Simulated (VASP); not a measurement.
Write the native input for VASP 6.6.1 that does the following.

| Quantity | Value |
| --- | --- |
| Task | single point |
| Functional | PBE |
| Potentials or basis | VASP PAW PBE potentials, release 64 (Ca_sv, C) |
| Cutoff | 520 eV |
| k mesh | 12 × 12 × 4 |
| Occupations | gaussian, width 0.1 eV |
| Spin | no spin polarisation |
| Dipole correction | no |
| Further INCAR settings | ALGO = Normal; EDIFF = 1e-06; NBANDS = 33 |

The structure of Ca2C lies in POSCAR:

```
Ca2C
1.0
    3.6562058876      0.0000000000      0.0000000000
   -1.8281029438      3.1663671801      0.0000000000
    0.0000000000      0.0000000000     13.4089847626
Ca C
4 2
Direct
    0.3333333333      0.6666666667      0.6429990959
    0.6666666667      0.3333333333      0.1429990959
    0.3333333333      0.6666666667      0.8570009041
    0.6666666667      0.3333333333      0.3570009041
    0.3333333333      0.6666666667      0.2500000000
    0.6666666667      0.3333333333      0.7500000000
```

These files were run (other wordings do the same):

INCAR

```
PREC = Accurate
ENCUT = 520
EDIFF = 1E-6
ISMEAR = 0
SIGMA = 0.1
LREAL = False
LASPH = True
NELM = 100
ALGO = Normal
ISIF = 2
LWAVE = False
LCHARG = False
GGA = PE
NBANDS = 33
```

KPOINTS

```
regular mesh
0
Gamma
  12 12 4
```

Potentials or basis: VASP PAW PBE potentials, release 64 (Ca_sv, C).

The run is started by

```console
$ cat potpaw_PBE.64/Ca_sv/POTCAR potpaw_PBE.64/C/POTCAR > POTCAR
$ mpirun -np 1 vasp_std > vasp.out
```

Results of the run:

```yaml
Pressure: 0.1 GPa
Largest_force: 0.036 eV/Å
Band_gap_on_the_k_mesh: zero (bands 24 and 25 overlap by 0.14 eV)
```

Caveat: semilocal functionals underestimate gaps, and a narrow one can read as zero.

Wall time 8.8 min on 1 thread of Intel Xeon 8259CL, with other jobs on the host, peak memory 0.4 GiB.
